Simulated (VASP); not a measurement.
Write the native input for VASP 6.6.1 that does the following.

```yaml
Task: relaxation of cell and atoms
Functional: PBE
Potentials_or_basis: VASP PAW PBE potentials, release 64 (Ti_sv, Ge_d, Pd)
Cutoff: 600 eV
k_mesh: 4 × 4 × 3
Occupations: gaussian, width 0.2 eV
Spin: no spin polarisation
Dipole_correction: no
Further_INCAR_settings: ALGO = Normal; EDIFF = 1e-06; IBRION = 2; EDIFFG = -0.08; NSW = 36; ISIF = 3
```

The structure of TiGe4Pd2 lies in POSCAR:

```
TiGe4Pd2
1.0
    4.3400000000      0.0000000000      0.0000000000
    0.0000000000      4.3400000000      0.0000000000
    0.0000000000      0.0000000000      6.1400000000
Ti Ge Pd
1 4 2
Direct
    0.5000000000      0.5000000000      0.0000000000
    0.0000000000      0.5000000000      0.7500000000
    0.5000000000      0.0000000000      0.7500000000
    0.0000000000      0.5000000000      0.2500000000
    0.5000000000      0.0000000000      0.2500000000
    0.5000000000      0.5000000000      0.5000000000
    0.0000000000      0.0000000000      0.0000000000
```

This cell differs from its parent crystal: atoms taken out.

These files were run (other wordings do the same):

INCAR

```
PREC     = Accurate       # precision mode
ENCUT    = 600            # plane-wave cutoff, eV
EDIFF    = 1E-6           # SCF threshold, eV
ISMEAR   = 0              # smearing method
SIGMA    = 0.2            # smearing width, eV
LREAL    = False          # projectors in reciprocal space
LASPH    = True           # aspherical terms in the spheres
NELM     = 60             # most SCF steps
ALGO     = Normal         # electronic algorithm
ISIF     = 3              # what is computed and relaxed
LWAVE    = False          # write WAVECAR
LCHARG   = False          # write CHGCAR
GGA      = PE             # functional
IBRION   = 2              # ionic algorithm
NSW      = 36             # ionic steps
EDIFFG   = -0.08          # ionic threshold
```

KPOINTS

```
regular mesh
0
Gamma
  4 4 3
```

Potentials or basis: VASP PAW PBE potentials, release 64 (Ti_sv, Ge_d, Pd).

Run with:

```sh
$ cat potpaw_PBE.64/Ti_sv/POTCAR potpaw_PBE.64/Ge_d/POTCAR potpaw_PBE.64/Pd/POTCAR > POTCAR
$ mpirun -np 1 vasp_std > vasp.out
```

Results of the run:

```yaml
Relaxed_volume: 17.04 Å³/atom
Relaxed_cell: a = 4.402 Å, b = 4.402 Å, c = 6.158 Å, α = 90.00°, β = 90.00°, γ = 90.00°
Space_group_after_relaxing_to_0.1_Å: P4/mmm (No. 123)
Energy_gained_by_relaxing: 24.2 meV/atom
Ionic_steps: 5
Pressure_after_relaxing: 0.2 GPa
Largest_force_after_relaxing: 0.040 eV/Å
Band_gap_on_the_k_mesh: zero (bands 44 and 45 overlap by 0.23 eV)
```

Caveat: the k points lie up to 0.36 Å⁻¹ apart in the final cell; the cell differs from its parent crystal (atoms taken out); the relaxation stopped at a loose force limit of 0.08 eV/Å, so its end isn't a converged minimum.

Run time: 5 min on 1 thread of AMD EPYC 7R13 Processor (Zen 3), on a shared host, peak memory 0.27 GiB.
